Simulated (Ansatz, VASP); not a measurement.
# Sb in VASP and in Ansatz

File INCAR:

```
PREC     = Accurate       # precision mode
ENCUT    = 500            # plane-wave cutoff, eV
EDIFF    = 1E-6           # SCF threshold, eV
ISMEAR   = -1             # smearing method
SIGMA    = 0.05           # smearing width, eV
LREAL    = F              # projectors in reciprocal space
LASPH    = T              # aspherical terms in the spheres
NELM     = 120            # most SCF steps
ALGO     = Normal         # electronic algorithm
ISIF     = 2              # what is computed and relaxed
LWAVE    = F              # write WAVECAR
LCHARG   = F              # write CHGCAR
NBANDS   = 38             # bands
GGA_COMPAT= F
```

File KPOINTS:

```
regular mesh
0
Gamma
  6 6 4
```

Contents of POSCAR:

```
Sb
1.0
    4.5277000000      0.0000000000      0.0000000000
    0.0000000000      4.4211000000      0.0000000000
   -1.3205190000      0.0000000000      6.3643480000
Sb
4
Direct
    0.3399300000      0.2500000000      0.6836700000
    0.9366380000      0.7500000000      0.7627580000
    0.0633620000      0.2500000000      0.2372420000
    0.6600700000      0.7500000000      0.3163300000
```

File input.yaml:

```yaml
crystal:
  lattice:
    - [4.5277, 0.0, 0.0]
    - [0.0, 4.4211, 0.0]
    - [-1.320519, 0.0, 6.364348]
  atoms:
    - { symbol: Sb, position: [0.33993, 0.25, 0.68367] }
    - { symbol: Sb, position: [0.936638, 0.75, 0.762758] }
    - { symbol: Sb, position: [0.063362, 0.25, 0.237242] }
    - { symbol: Sb, position: [0.66007, 0.75, 0.31633] }
hamiltonian:
  xc: lda
  pseudopotentials: { kind: paw }
kpoints:
  mp_grid: { grid: [6, 6, 4] }
  band_path:
    path:
      - [[0.0, 0.0, 0.0], [0.0, 0.0, 0.5], [-0.4477206365, 0.0, 0.6305792361], [-0.5, 0.0, 0.5], [-0.5, 0.5, 0.5], [-0.5522793635, 0.5, 0.3694207639], [-0.5, 0.5, 0.0], [-0.5, 0.0, 0.0], [-0.5522793635, 0.0, 0.3694207639]]
      - [[-0.4477206365, 0.5, 0.6305792361], [0.0, 0.5, 0.5], [0.0, 0.5, 0.0]]
      - [[0.0, 0.0, 0.5], [0.0, 0.5, 0.5]]
    npoints: 14
scf:
  occupations: { method: fermi_dirac, width: 0.05 }
  n_extra_bands: 10
output:
  forces: true
  stress: true
  eigenvalues: true
  fatbands: true
  write_density: true
  write_potential: true
  elf: true
  volumetric_format: npy
```

Alike in both runs: functional LDA; k mesh 6 × 6 × 4; occupations fermi-dirac, width 0.05 eV; no spin polarisation.

|  | VASP | Ansatz |
| --- | --- | --- |
| version | VASP 6.6.1 | Ansatz 0.2.0 |
| potentials or method | VASP PAW LDA potentials, release 64 (Sb_d_GW) | Ansatz PAW |
| plane-wave cutoff (eV) | 500 | 420 |
| valence electrons in the cell | 60 | 60 |
| task | single point | band structure |

Ansatz gave:

| Quantity | Value |
| --- | --- |
| gap on the k mesh at the Fermi level (eV) | none |
| pressure (GPa) | -3.4 |
| traceless stress, the component that is largest in VASP (GPa) | -0.57 |
| rms of the force components (eV/Å) | 0.121 |

Problem. What did VASP give for the same quantities?

Solution. gap on the k mesh at the Fermi level (eV): none; pressure (GPa): -3.5; traceless stress, the component that is largest in VASP (GPa): -0.56; rms of the force components (eV/Å): 0.118.

LDA's correlation is that of Perdew and Zunger in VASP and of Perdew and Wang (1992) in Ansatz. Atom by atom the forces differ by 0.004 eV/Å (rms over components). A gap of «none» marks a metal or a gap that the smearing closes.

Spin-orbit coupling is off throughout.
